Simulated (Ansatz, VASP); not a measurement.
SiC in VASP and in Ansatz

File POSCAR:

```
SiC
1.0
    0.0000000000      2.2217363401      2.2217363401
    2.2217363401      0.0000000000      2.2217363401
    2.2217363401      2.2217363401      0.0000000000
Si C
1 1
Direct
    0.0000000000      0.0000000000      0.0000000000
    0.2500000000      0.2500000000      0.2500000000
```

The input INCAR.step1:

```
PREC     = Accurate       # precision mode
ENCUT    = 520            # plane-wave cutoff, eV
ISMEAR   = 0              # smearing method
SIGMA    = 0.01           # smearing width, eV
LREAL    = False          # projectors in reciprocal space
LASPH    = True           # aspherical terms in the spheres
NELM     = 80             # most SCF steps
NBANDS   = 11             # bands
GGA      = PE             # functional
ALGO     = Normal         # electronic algorithm
EDIFF    = 1E-4           # SCF threshold, eV
LWAVE    = True           # write WAVECAR
LCHARG   = False          # write CHGCAR
```

The input INCAR.step2:

```
PREC     = Accurate       # precision mode
ENCUT    = 520            # plane-wave cutoff, eV
EDIFF    = 1E-6           # SCF threshold, eV
ISMEAR   = 0              # smearing method
SIGMA    = 0.01           # smearing width, eV
LREAL    = False          # projectors in reciprocal space
LASPH    = True           # aspherical terms in the spheres
NELM     = 80             # most SCF steps
ALGO     = Normal         # electronic algorithm
ISIF     = 2              # what is computed and relaxed
LWAVE    = False          # write WAVECAR
LCHARG   = False          # write CHGCAR
METAGGA  = R2SCAN         # meta-GGA
LMIXTAU  = True         
NBANDS   = 11             # bands
ISTART   = 1
```

File KPOINTS:

```
Automatic mesh
0
Gamma
  8 8 8
```

Input for Ansatz:

```yaml
crystal:
  lattice:
    - [0.0, 2.2217363400580092, 2.2217363400580092]
    - [2.2217363400580092, 0.0, 2.2217363400580092]
    - [2.2217363400580092, 2.2217363400580092, 0.0]
  atoms:
    - { symbol: Si, position: [0.0, 0.0, 0.0] }
    - { symbol: C, position: [0.25, 0.25, 0.25] }
basis:
  ecutwfc: 600.0
kpoints:
  mp_grid:
    grid: [8, 8, 8]
hamiltonian:
  xc: r2scan
scf:
  convergence:
    dr2_threshold: 1.0e-10
  occupations:
    method: fixed
output:
  stress: true
```

Alike in both runs: task single point; functional r2SCAN; k mesh 8 × 8 × 8; no spin polarisation.

|  | VASP | Ansatz |
| --- | --- | --- |
| version | VASP 6.6.1 | Ansatz 0.2.0 |
| potentials or method | VASP PAW PBE potentials, release 64 (Si, C), cutoff 520 eV | plane waves, PAW |
| occupations | gaussian, width 0.01 eV | fixed |
| valence electrons in the cell | 8 | 8 |

Ansatz gave:

```
pressure (GPa) : -12.0
```

Problem. Which values does VASP return?

Solution. Pressure (GPa): -12.2.

VASP's potentials were made for PBE, not for r2SCAN.
